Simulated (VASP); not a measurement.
# ZnCu2SnSe4 (I-42m) in VASP: a series of runs, part 2 of 2

VASP 6.6.1. Earlier steps stand in the parts before.

## Step 3: Single point, PBEsol

This run uses another cell than the first one, of 22.93 Å³/atom.

INCAR reads:

```
SYSTEM = ZnCu2SnSe4
ALGO = Normal ; EDIFF = 1E-7
ENCUT = 520 ; GGA = PS
ISIF = 2 ; ISMEAR = -1
LASPH = .True. ; LCHARG = .False.
LREAL = .False. ; LWAVE = .False.
NBANDS = 46 ; NELM = 80
PREC = Accurate ; SIGMA = 0.05
```

KPOINTS reads:

```
k-points
0
Gamma
  7 7 7
  0 0 0
```

POSCAR reads:

```
ZnCu2SnSe4
1.0
   -2.8441000000      2.8441000000      5.6689000000
    2.8441000000     -2.8441000000      5.6689000000
    2.8441000000      2.8441000000     -5.6689000000
Sn Se Zn Cu
1 4 1 2
Direct
    0.5000000000      0.5000000000      0.0000000000
    0.8873000000      0.3699000000      0.0000000000
    0.1127000000      0.1127000000      0.4826000000
    0.3699000000      0.8873000000      0.0000000000
    0.6301000000      0.6301000000      0.5174000000
    0.0000000000      0.0000000000      0.0000000000
    0.2500000000      0.7500000000      0.5000000000
    0.7500000000      0.2500000000      0.5000000000
```

Potentials or basis: VASP PAW PBE potentials, release 64 (Sn_d, Se, Zn, Cu).

On the command line:

```bash
$ cat potpaw_PBE.64/Sn_d/POTCAR potpaw_PBE.64/Se/POTCAR potpaw_PBE.64/Zn/POTCAR potpaw_PBE.64/Cu/POTCAR > POTCAR
$ mpirun -np 1 vasp_std > vasp.out
```

OUTCAR:

```text
SYSTEM = ZnCu2SnSe4
   EDIFF = 1E-7
   ENCUT = 520
   GGA = PS
   ISIF = 2
   ISMEAR = -1
   LASPH = .True.
   LREAL = .False.
   NELM = 80
   PREC = Accurate

 ion  position               nearest neighbor table
   1  0.500  0.500  0.000-   5 2.54   2 2.54   4 2.54   3 2.54
   2  0.887  0.370  0.000-   6 2.43   8 2.44   7 2.44   1 2.54
   3  0.113  0.113  0.483-   6 2.43   7 2.44   8 2.44   1 2.54
   4  0.370  0.887  0.000-   6 2.43   7 2.44   8 2.44   1 2.54
   5  0.630  0.630  0.517-   6 2.43   7 2.44   8 2.44   1 2.54
   6  0.000  0.000  0.000-   2 2.43   3 2.43   4 2.43   5 2.43
   7  0.250  0.750  0.500-   3 2.44   4 2.44   5 2.44   2 2.44
   8  0.750  0.250  0.500-   2 2.44   3 2.44   5 2.44   4 2.44

  LATTYP: Found a body centered tetragonal cell.
 ALAT       =     5.6882000000
 C/A-ratio  =     1.9932140220

  Lattice vectors:

 A1 = (  -2.8441000000,   2.8441000000,   5.6689000000)
 A2 = (   2.8441000000,  -2.8441000000,   5.6689000000)
 A3 = (   2.8441000000,   2.8441000000,  -5.6689000000)

Analysis of symmetry for initial positions (statically):
=====================================================================
 Subroutine PRICEL returns:
 Original cell was already a primitive cell.

 Routine SETGRP: Setting up the symmetry group for a
 body centered tetragonal supercell.

 Subroutine GETGRP returns: Found  8 space group operations
 (whereof  8 operations were pure point group operations)
 out of a pool of 16 trial point group operations.

The static configuration has the point symmetry D_2d.

Analysis of symmetry for dynamics (positions and initial velocities):
=====================================================================
 Subroutine PRICEL returns:
 Original cell was already a primitive cell.

 Routine SETGRP: Setting up the symmetry group for a
 body centered tetragonal supercell.

 Subroutine GETGRP returns: Found  8 space group operations
 (whereof  8 operations were pure point group operations)
 out of a pool of 16 trial point group operations.

The dynamic configuration has the point symmetry D_2d.

 Subroutine INISYM returns: Found  8 space group operations
 (whereof  8 operations are pure point group operations),
 and found     1 'primitive' translations

----------------------------------------------------------------------------------------

                                     Primitive cell

  volume of cell :     183.4208

  direct lattice vectors                    reciprocal lattice vectors
    -2.844100000  2.844100000  5.668900000     0.000000000  0.175802539  0.088200533
     2.844100000 -2.844100000  5.668900000     0.175802539  0.000000000  0.088200533
     2.844100000  2.844100000 -5.668900000     0.175802539  0.175802539  0.000000000

  length of vectors
     6.950844325  6.950844325  6.950844325     0.196687230  0.196687230  0.248622334

  position of ions in fractional coordinates (direct lattice)
     0.500000000  0.500000000  0.000000000
     0.887300000  0.369900000  0.000000000
     0.112700000  0.112700000  0.482600000
     0.369900000  0.887300000  0.000000000
     0.630100000  0.630100000  0.517400000
     0.000000000  0.000000000  0.000000000
[... 45 lines left out ...]
  0.428571  0.000000 -0.000000      8.000000
  0.142857  0.142857 -0.000000      8.000000
  0.285714  0.142857 -0.000000     16.000000
[... 16 lines left out ...]
 -0.142857  0.285714  0.142857      8.000000
 -0.428571  0.428571  0.142857      8.000000
 [... further k-points ...]
   k-points           NKPTS =     40   k-points in BZ     NKDIM =     40   number of bands    NBANDS=     46
   number of dos      NEDOS =    301   number of ions     NIONS =      8
   total plane-waves  NPLWV = 157464
   dimension x,y,z NGX =    54 NGY =   54 NGZ =   54
   dimension x,y,z NGXF=   108 NGYF=  108 NGZF=  108
   ions per type =               1   4   1   2
   NGX,Y,Z   is equivalent  to a cutoff of  12.92, 12.92, 12.92 a.u.
   NGXF,Y,Z  is equivalent  to a cutoff of  25.83, 25.83, 25.83 a.u.
 SYSTEM =  ZnCu2SnSe4
   PREC   = accura    normal or accurate (medium, high low for compatibility)
   ISTART =      0    job   : 0-new  1-cont  2-samecut
   ICHARG =      2    charge: 1-file 2-atom 10-const
   ISPIN  =      1    spin polarized calculation?
   LNONCOLLINEAR =      F non collinear calculations
   LSORBIT =      F    spin-orbit coupling
   LASPH  =      T    aspherical Exc in radial PAW
   ENCUT  =  520.0 eV  38.22 Ry    6.18 a.u.  12.92 12.92 12.92*2*pi/ulx,y,z
   NELM   =     80;   NELMIN=  2; NELMDL= -5     # of ELM steps
   EDIFF  = 0.1E-06   stopping-criterion for ELM
   LREAL  =      F    real-space projection
   EDIFFG = 0.1E-05   stopping-criterion for IOM
   NSW    =      0    number of steps for IOM
   IBRION =     -1    ionic relax: 0-MD 1-quasi-New 2-CG
   NFREE  =      0    steps in history (QN), initial steepest desc. (CG)
   ISIF   =      2    stress and relaxation
   ISYM   =      2    0-nonsym 1-usesym 2-fastsym
   POTIM  = 0.5000    time-step for ionic-motion
   TEBEG  =    0.0;   TEEND  =   0.0 temperature during run
   PSTRESS=    0.0 pullay stress
   NELECT =      72.0000    total number of electrons
   NUPDOWN=      -1.0000    fix difference up-down
   EMIN   =  10.00;   EMAX   =-10.00  energy-range for DOS
   EFERMI =   0.00;   METHOD = LEGACY
   ISMEAR =    -1;   SIGMA  =   0.05  broadening in eV -4-tet -1-fermi 0-gaus
   EFERMI_NEDOS =   21; number of points for ismear=-14 and -15
   IALGO  =     38    algorithm
   IMIX   =      4    mixing-type and parameters
     AMIX     =   0.40;   BMIX     =  1.00
     AMIX_MAG =   1.60;   BMIX_MAG =  1.00
  volume/ion in A,a.u.               =      22.93       154.72
  Fermi-wavevector in a.u.,A,eV,Ry     =   1.198679  2.265174 19.549271  1.436831
  Thomas-Fermi vector in A             =   2.334561
   LORBIT       =      0    0 simple, 1 ext, 2 COOP (PROOUT), +10 PAW based schemes
   GGA     = PS    functional components
   LHFCALC =     F    Hartree Fock is set to
   AEXX    =    0.0000 exact exchange contribution
   IVDW    =     0    specifies the selected vdW correction
   LEPSILON=     F    determine dielectric tensor
   LRPA    =     F    only Hartree local field effects (RPA)
 non-spin polarized calculation
  energy-cutoff  :      520.00
  volume of cell :      183.42
 maximum number of plane-waves:      4977
 NGX is ok and might be reduce to    54
   NGX = 25   NGY = 25   NGZ = 25

 number of electron      72.0000019 magnetization

 Free energy of the ion-electron system (eV)
  ---------------------------------------------------
  ext. energy  EPLUGINS =         0.00000000
  ---------------------------------------------------
  free energy    TOTEN  =       -32.62651405 eV

  energy without entropy =      -32.62516714  energy(sigma->0) =      -32.62584060

 E-fermi :   3.9714     XC(G=0):  -9.6877

 val. band max:        3.9020031056   @ k =   0.0000   0.0000   0.0000
 cond. band min:       4.2293901647   @ k =   0.4286   0.4286  -0.0000
 fundamental gap:      0.3273870591
 Fermi energy:         3.9713885046

 k-point     1 :       0.0000    0.0000    0.0000
  band No.  band energies     occupation
      1     -18.3553      2.00000
      2     -18.3553      2.00000
      3     -18.3384      2.00000
      4     -18.2921      2.00000
      5     -18.2643      2.00000
      6     -10.5938      2.00000
[... 1165 lines left out ...]
     45       9.2366      0.00000
     46       9.5239      0.00000

 [... further k-points ...]

------------------------ aborting loop because EDIFF is reached ----------------------------------------

  FORCE on cell =-STRESS in cart. coord.  units (eV):
  Direction    XX          YY          ZZ          XY          YZ          ZX
  --------------------------------------------------------------------------------------
  -------------------------------------------------------------------------------------
  Total       -0.3099708     -0.3099708      0.4542969      0.0000000      0.0000000     -0.0000000
  in kB       -2.7075899     -2.7075899      3.9682761      0.0000000      0.0000000     -0.0000000
  external PRESSURE =      -0.4823012 kB  Pullay stress =       0.0000000 kB

 VOLUME and BASIS-vectors are now :
 -----------------------------------------------------------------------------
  energy-cutoff  :      520.00
  volume of cell :      183.42
      direct lattice vectors                 reciprocal lattice vectors
    -2.844100000  2.844100000  5.668900000     0.000000000  0.175802539  0.088200533
     2.844100000 -2.844100000  5.668900000     0.175802539  0.000000000  0.088200533
     2.844100000  2.844100000 -5.668900000     0.175802539  0.175802539  0.000000000

 POSITION                                       TOTAL-FORCE (eV/Angst)
 -----------------------------------------------------------------------------------
      0.00000      0.00000      5.66890         0.000000      0.000000     -0.000000
     -1.47154      1.47154      7.12694        -0.088681      0.088681      0.829731
      1.37256      1.37256     -1.45804        -0.088681     -0.088681     -0.829731
      1.47154     -1.47154      7.12694         0.088681     -0.088681      0.829731
      1.47154      1.47154      4.21086         0.088681      0.088681     -0.829731
      0.00000      0.00000      0.00000         0.000000     -0.000000     -0.000000
      2.84410      0.00000      2.83445         0.000000      0.000000     -0.000000
      0.00000      2.84410      2.83445         0.000000      0.000000     -0.000000
 -----------------------------------------------------------------------------------
    total drift:                               -0.000003     -0.000003      0.000000

  FREE ENERGIE OF THE ION-ELECTRON SYSTEM (eV)
  ---------------------------------------------------
  free  energy   TOTEN  =       -32.6265140469 eV

  energy  without entropy=      -32.6251671439  energy(sigma->0) =      -32.62584060
```

Wall time 8.9 min (1 thread of Intel Xeon Platinum 8559C (Emerald Rapids), shared host); peak memory 0.62 GiB.

Results:

- Free energy: -32.6265 eV
- Pressure: 0.0 GPa
- Largest force: 0.839 eV/Å
- Band gap on the k mesh: zero (filled and empty bands touch)

Forces in eV/Å, atoms in the order of the input:
```
Sn   0.000  0.000  0.000
Se  -0.089  0.089  0.830
Se  -0.089 -0.089 -0.830
Se   0.089 -0.089  0.830
Se   0.089  0.089 -0.830
Zn   0.000  0.000  0.000
Cu   0.000  0.000  0.000
Cu   0.000  0.000  0.000
```

Caveat: semilocal functionals underestimate gaps, and a narrow one can read as zero; the PAW data sets were made with another functional, which shifts forces and pressure a little; spin-orbit coupling is left out, which moves the levels of the heavy elements. With open d or f shells a metallic result of PBEsol can be an artefact of self-interaction; +U or a hybrid may open a gap.

The gap in the log of VASP goes by the Fermi energy; the results here count the filled bands.